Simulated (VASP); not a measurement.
# TaN (P-6m2) in VASP: single point with PBEsol+U

Aim: the single point of TaN with PBEsol+U.

All numbers are computed with VASP 6.6.1; they aren't measurements. Logs are shortened: lines on timing, memory, paths and dates and some standing lists are left out, and cuts for length are marked.

## Step 1: The cell of the first run

It takes space group P-6m2 (No. 187, hexagonal). The conventional cell has a = 2.938 Å, b = 2.938 Å, c = 2.883 Å, α = 90.00°, β = 90.00°, γ = 120.00°. Within 3.0 Å of Ta (site symmetry -6m2) lie 6 N at 2.23 Å and 8 Ta at 2.88 to 2.94 Å. N (site symmetry -6m2) has 6 Ta at 2.23 Å and 8 N at 2.88 to 2.94 Å within 3.0 Å.

## Step 2: Single point, PBEsol+U, non-collinear spin, zero start, spin-orbit coupling

Input file INCAR:

```
SYSTEM = TaN
PREC     = Accurate       ! precision mode
ENCUT    = 520            ! plane-wave cutoff, eV
EDIFF    = 1E-7           ! SCF threshold, eV
ISMEAR   = 0              ! smearing method
SIGMA    = 0.05           ! smearing width, eV
LREAL    = .False.        ! projectors in reciprocal space
LASPH    = .True.         ! aspherical terms in the spheres
NELM     = 150            ! most SCF steps
ALGO     = Normal         ! electronic algorithm
ISIF     = 2              ! what is computed and relaxed
LWAVE    = .False.        ! write WAVECAR
LCHARG   = .True.         ! write CHGCAR
MAGMOM   = 0 0 0 0 0 0 0 0 0 0 0 0 ! initial moments
LORBIT   = 11             ! projections on sites
LSORBIT  = .True.         ! spin-orbit coupling
GGA_COMPAT= .False.      
LORBMOM  = .True.       
LMAXMIX  = 4              ! l up to which the mixer works
LDAU     = .True.         ! DFT+U
LDAUTYPE = 2            
LDAUL    = 2 -1           ! shell
LDAUU    = 5 0            ! U, eV
LDAUJ    = 0 0          
LDAUPRINT= 1            
GGA      = PS             ! functional
LVHAR    = .True.       
NBANDS   = 46             ! bands
```

Input file KPOINTS:

```
Automatic mesh
0
Gamma
  7 7 4
  0 0 0
```

Input file POSCAR:

```
TaN
1.0
    2.9380011100      0.0000000000      0.0000000000
   -1.4690005500      2.5443836000      0.0000000000
    0.0000000000      0.0000000000      5.7660044200
Ta N
2 2
Direct
    0.3333333333      0.6666666667      0.2500000000
    0.3333333333      0.6666666667      0.7500000000
    0.0000000000      0.0000000000      0.0000000000
    0.0000000000      0.0000000000      0.5000000000
```

Potentials or basis: VASP PAW PBE potentials, release 64 (Ta_pv, N).

Started as:

```console
$ cat potpaw_PBE.64/Ta_pv/POTCAR potpaw_PBE.64/N/POTCAR > POTCAR
$ mpirun -np 1 vasp_ncl > vasp.out
```

OUTCAR:

```text
SYSTEM = TaN
   PREC = Accurate
   ENCUT = 520
   EDIFF = 1E-7
   ISMEAR = 0
   LREAL = .False.
   LASPH = .True.
   NELM = 150
   ISIF = 2
   LORBIT = 11
   LSORBIT = .True.
   GGA = PS

 ion  position               nearest neighbor table
   1  0.333  0.667  0.250-   3 2.23   4 2.23   3 2.23   4 2.23   3 2.23   4 2.23   2 2.88   2 2.88

   2  0.333  0.667  0.750-   3 2.23   4 2.23   3 2.23   4 2.23   3 2.23   4 2.23   1 2.88   1 2.88

   3  0.000  0.000  0.000-   1 2.23   2 2.23   1 2.23   2 2.23   1 2.23   2 2.23
   4  0.000  0.000  0.500-   1 2.23   2 2.23   1 2.23   2 2.23   1 2.23   2 2.23

  LATTYP: Found a hexagonal cell.
 ALAT       =     2.9380011100
 C/A-ratio  =     1.9625603273

  Lattice vectors:

 A1 = (   2.9380011100,   0.0000000000,   0.0000000000)
 A2 = (  -1.4690005500,   2.5443836000,   0.0000000000)
 A3 = (   0.0000000000,   0.0000000000,   5.7660044200)

Analysis of symmetry for initial positions (statically):
=====================================================================
 Subroutine PRICEL returns following result:

  LATTYP: Found a hexagonal cell.
 ALAT       =     2.9380011100
 C/A-ratio  =     0.9812801636
[... 12 lines left out ...]
 Subroutine GETGRP returns: Found 12 space group operations
 (whereof 12 operations were pure point group operations)
 out of a pool of 24 trial point group operations.

The static configuration has the point symmetry D_3h.

Analysis of symmetry for dynamics (positions and initial velocities):
=====================================================================
 Subroutine PRICEL returns following result:

  LATTYP: Found a hexagonal cell.
 ALAT       =     2.9380011100
 C/A-ratio  =     0.9812801636
[... 12 lines left out ...]
 Subroutine GETGRP returns: Found 12 space group operations
 (whereof 12 operations were pure point group operations)
 out of a pool of 24 trial point group operations.

The dynamic configuration has the point symmetry D_3h.

Analysis of structural, dynamic, and magnetic symmetry:
=====================================================================
 Subroutine PRICEL returns following result:

  LATTYP: Found a hexagonal cell.
 ALAT       =     2.9380011100
 C/A-ratio  =     0.9812801636
[... 12 lines left out ...]
 Subroutine GETGRP returns: Found 12 space group operations
 (whereof 12 operations were pure point group operations)
 out of a pool of 24 trial point group operations.

The overall configuration has the point symmetry D_3h.

 Subroutine INISYM returns: Found 12 space group operations
 (whereof 12 operations are pure point group operations),
 and found     2 'primitive' translations
[... 1416 lines left out ...]
    total drift:                               -0.000000      0.000000      0.000000

  FREE ENERGIE OF THE ION-ELECTRON SYSTEM (eV)
  ---------------------------------------------------
  free  energy   TOTEN  =       -39.9417608540 eV

  energy  without entropy=      -39.9417608333  energy(sigma->0) =      -39.94176084

 orbital moment (x)

 # of ion     p       d       tot
 ----------------------------------------
  1         0.000   0.000   0.000
  2         0.000   0.000   0.000
  3        -0.000   0.000  -0.000
  4        -0.000   0.000  -0.000
 ----------------------------------------
           -0.000   0.000   0.000

 orbital moment (y)

 # of ion     p       d       tot
 ----------------------------------------
  1         0.000   0.000   0.000
  2        -0.000   0.000   0.000
  3         0.000   0.000   0.000
  4         0.000   0.000   0.000
 ----------------------------------------
            0.000   0.000   0.000

 orbital moment (z)

 # of ion     p       d       tot
 ----------------------------------------
  1        -0.000  -0.000  -0.000
  2        -0.000  -0.000  -0.000
  3         0.000   0.000   0.000
  4        -0.000   0.000  -0.000
 ----------------------------------------
           -0.000  -0.000  -0.000

 Spin-Orbit-Coupling matrix elements

 Ion:    1  E_soc:     -1.3271562
 l=   1
     0.0000000    -0.2010638    -0.2046422
    -0.2010638     0.0000000    -0.2010638
    -0.2046422    -0.2010638     0.0000000
 l=   2
     0.0000000    -0.0031086     0.0000000    -0.0031086    -0.0227896
    -0.0031086     0.0000000    -0.0099527    -0.0016790    -0.0031086
     0.0000000    -0.0099527     0.0000000    -0.0099527     0.0000000
    -0.0031086    -0.0016790    -0.0099527     0.0000000    -0.0031086
    -0.0227896    -0.0031086     0.0000000    -0.0031086     0.0000000
 l=   3
     0.0000000     0.0000000     0.0000000     0.0000000     0.0000000     0.0000000     0.0000000
     0.0000000     0.0000000     0.0000000     0.0000000     0.0000000     0.0000000     0.0000000
     0.0000000     0.0000000     0.0000000     0.0000000     0.0000000     0.0000000     0.0000000
     0.0000000     0.0000000     0.0000000     0.0000000     0.0000000     0.0000000     0.0000000
[... 49 lines left out ...]
 l=   2
     0.0000000     0.0000000     0.0000000     0.0000000     0.0000000
     0.0000000     0.0000000     0.0000000     0.0000000     0.0000000
     0.0000000     0.0000000     0.0000000     0.0000000     0.0000000
     0.0000000     0.0000000     0.0000000     0.0000000     0.0000000
     0.0000000     0.0000000     0.0000000     0.0000000     0.0000000
 l=   3
     0.0000000     0.0000000     0.0000000     0.0000000     0.0000000     0.0000000     0.0000000
     0.0000000     0.0000000     0.0000000     0.0000000     0.0000000     0.0000000     0.0000000
     0.0000000     0.0000000     0.0000000     0.0000000     0.0000000     0.0000000     0.0000000
     0.0000000     0.0000000     0.0000000     0.0000000     0.0000000     0.0000000     0.0000000
     0.0000000     0.0000000     0.0000000     0.0000000     0.0000000     0.0000000     0.0000000
     0.0000000     0.0000000     0.0000000     0.0000000     0.0000000     0.0000000     0.0000000
     0.0000000     0.0000000     0.0000000     0.0000000     0.0000000     0.0000000     0.0000000

 total charge

# of ion       s       p       d       tot
------------------------------------------
    1        0.321   6.289   2.271   8.881
    2        0.321   6.289   2.271   8.881
    3        1.221   2.526   0.000   3.747
    4        1.221   2.526   0.000   3.747
--------------------------------------------------
tot          3.084  17.629   4.543  25.256

 magnetization (x)

# of ion       s       p       d       tot
------------------------------------------
    1       -0.000  -0.000   0.000  -0.000
    2        0.000  -0.000   0.000   0.000
    3       -0.000   0.000   0.000   0.000
    4       -0.000  -0.000   0.000  -0.000
--------------------------------------------------
tot         -0.000   0.000   0.000   0.000

 magnetization (y)

# of ion       s       p       d       tot
------------------------------------------
    1        0.000   0.000   0.000   0.000
    2        0.000   0.000   0.000   0.000
    3        0.000  -0.000   0.000  -0.000
    4        0.000   0.000   0.000   0.000
--------------------------------------------------
tot          0.000   0.000   0.000   0.000

 magnetization (z)

# of ion       s       p       d       tot
------------------------------------------
    1       -0.000   0.000  -0.000   0.000
    2        0.000   0.000  -0.000  -0.000
    3        0.000   0.000   0.000   0.000
    4       -0.000   0.000   0.000   0.000
--------------------------------------------------
tot          0.000   0.000  -0.000   0.000
```

OSZICAR:

```text
N       E                     dE             d eps       ncg     rms          rms(c)
DAV:   1     0.315716443037E+03    0.31572E+03   -0.17015E+04  3312   0.148E+03
DAV:   2    -0.227788629738E+02   -0.33850E+03   -0.32051E+03  3652   0.451E+02
DAV:   3    -0.452450156808E+02   -0.22466E+02   -0.22020E+02  4002   0.112E+02
DAV:   4    -0.457462031481E+02   -0.50119E+00   -0.49533E+00  4232   0.161E+01
DAV:   5    -0.457567456545E+02   -0.10543E-01   -0.10524E-01  4032   0.197E+00    0.324E+01
DAV:   6    -0.401488876682E+02    0.56079E+01   -0.21404E+01  4090   0.327E+01    0.140E+01
DAV:   7    -0.399981763015E+02    0.15071E+00   -0.13937E+00  4172   0.768E+00    0.737E+00
DAV:   8    -0.399520897674E+02    0.46087E-01   -0.33007E-01  3840   0.379E+00    0.966E-01
DAV:   9    -0.399412129375E+02    0.10877E-01   -0.37641E-02  4160   0.115E+00    0.309E-01
DAV:  10    -0.399416025581E+02   -0.38962E-03   -0.39156E-03  4282   0.426E-01    0.189E-01
DAV:  11    -0.399417927261E+02   -0.19017E-03   -0.17192E-03  4252   0.336E-01    0.450E-02
DAV:  12    -0.399417583971E+02    0.34329E-04   -0.17126E-04  4158   0.966E-02    0.174E-02
DAV:  13    -0.399417612304E+02   -0.28333E-05   -0.80800E-06  4072   0.216E-02    0.104E-02
DAV:  14    -0.399417610157E+02    0.21469E-06   -0.23157E-06  3986   0.114E-02    0.380E-03
DAV:  15    -0.399417608510E+02    0.16471E-06   -0.17443E-06  3800   0.743E-03    0.267E-03
DAV:  16    -0.399417608540E+02   -0.30150E-08   -0.60946E-08  2530   0.199E-03
   1 F= -.39941761E+02 E0= -.39941761E+02  d E =-.206932E-07  mag=     0.0000     0.0000     0.0000
```

Run time: 2.4 min. Hardware: 1 thread of AMD EPYC 7R43 (Zen 3), shared host; peak memory 0.31 GiB.

What came out:

```yaml
Free_energy: -39.9418 eV
Pressure: 12.8 GPa
Net_moment: 0.00 μB per cell
Valence_electrons_inside_the_program's_atomic_spheres: Ta 8.88; N 3.75
```

Stress tensor (GPa, compression positive):
```
12.25  0.00  0.00
 0.00 12.25  0.00
 0.00  0.00 13.82
```

Moments on the atoms (μB; x, y, z):
```
Ta  0.00 0.00 0.00
Ta  0.00 0.00 0.00
N   0.00 0.00 0.00
N   0.00 0.00 0.00
```

Caveat: the cell stands under pressure; the PAW data sets were made with another functional, which shifts forces and pressure a little. The state reached can hang on the start; a lower one may exist.
